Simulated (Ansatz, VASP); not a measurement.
# One calculation of Cd, two programs

Contents of POSCAR:

```
Cd
1.0
    0.0000000000      2.3290572375      2.1072422625
    2.3290572375      0.0000000000      2.1072422625
    2.3290572375      2.3290572375      0.0000000000
Cd
1
Direct
    0.0000000000      0.0000000000      0.0000000000
```

File INCAR.step1:

```
SYSTEM = Cd
PREC     = Accurate       ! precision mode
ENCUT    = 520            ! plane-wave cutoff, eV
ISMEAR   = 0              ! smearing method
SIGMA    = 0.15           ! smearing width, eV
LREAL    = .False.        ! projectors in reciprocal space
LASPH    = .True.         ! aspherical terms in the spheres
NELM     = 60             ! most SCF steps
NBANDS   = 12             ! bands
GGA      = PE             ! functional
ALGO     = Normal         ! electronic algorithm
EDIFF    = 1E-4           ! SCF threshold, eV
LWAVE    = .True.         ! write WAVECAR
LCHARG   = .False.        ! write CHGCAR
```

Contents of INCAR.step2:

```
SYSTEM = Cd
PREC     = Accurate       ! precision mode
ENCUT    = 520            ! plane-wave cutoff, eV
EDIFF    = 1E-7           ! SCF threshold, eV
ISMEAR   = 0              ! smearing method
SIGMA    = 0.15           ! smearing width, eV
LREAL    = .False.        ! projectors in reciprocal space
LASPH    = .True.         ! aspherical terms in the spheres
NELM     = 60             ! most SCF steps
ALGO     = Normal         ! electronic algorithm
ISIF     = 2              ! what is computed and relaxed
LWAVE    = .False.        ! write WAVECAR
LCHARG   = .False.        ! write CHGCAR
METAGGA  = R2SCAN         ! meta-GGA
LMIXTAU  = .True.       
NBANDS   = 12             ! bands
ISTART   = 1
```

Contents of KPOINTS:

```
Automatic mesh
0
Gamma
  18 18 18
  0 0 0
```

Input for Ansatz:

```yaml
crystal:
  lattice:
    - [0.0, 2.3290572375, 2.1072422625]
    - [2.3290572375, 0.0, 2.1072422625]
    - [2.3290572375, 2.3290572375, 0.0]
  atoms:
    - { symbol: Cd, position: [0.0, 0.0, 0.0] }
basis:
  ecutwfc: 500
kpoints:
  mp_grid: { grid: [18, 18, 18] }
hamiltonian:
  xc: r2scan
scf:
  occupations: { method: gaussian, width: 0.15 }
output:
  forces: true
  stress: true
  eigenvalues: true
```

Change from the starting cell: strain +0.050 along x and y, -0.050 along z, atoms carried along.

Alike in both runs: task single point; functional r2SCAN; k mesh 18 × 18 × 18; occupations gaussian, width 0.15 eV; no spin polarisation.

|  | VASP | Ansatz |
| --- | --- | --- |
| version | VASP 6.6.1 | Ansatz 0.2.0 |
| potentials or method | VASP PAW PBE potentials, release 64 (Cd), cutoff 520 eV | scalar-relativistic, plane waves, PAW |
| valence electrons in the cell | 12 | 20 |

Ansatz gave:

| Item | Value |
| --- | --- |
| gap on the k mesh at the Fermi level (eV) | none |
| pressure (GPa) | -2.1 |
| traceless stress, the component that is largest in VASP (GPa) | 1.50 |

Problem. Which values does VASP return?

Solution. gap on the k mesh at the Fermi level (eV): none; pressure (GPa): -1.9; traceless stress, the component that is largest in VASP (GPa): 1.51.

VASP's potentials were made for PBE, not for r2SCAN. A gap of «none» marks a metal or a gap that the smearing closes. With one functional, cell and mesh, what is left measures potentials, basis and numerics. VASP's potentials hold 12 valence electrons a cell and Ansatz's 20, so a difference there can come from the potentials and not from the codes.
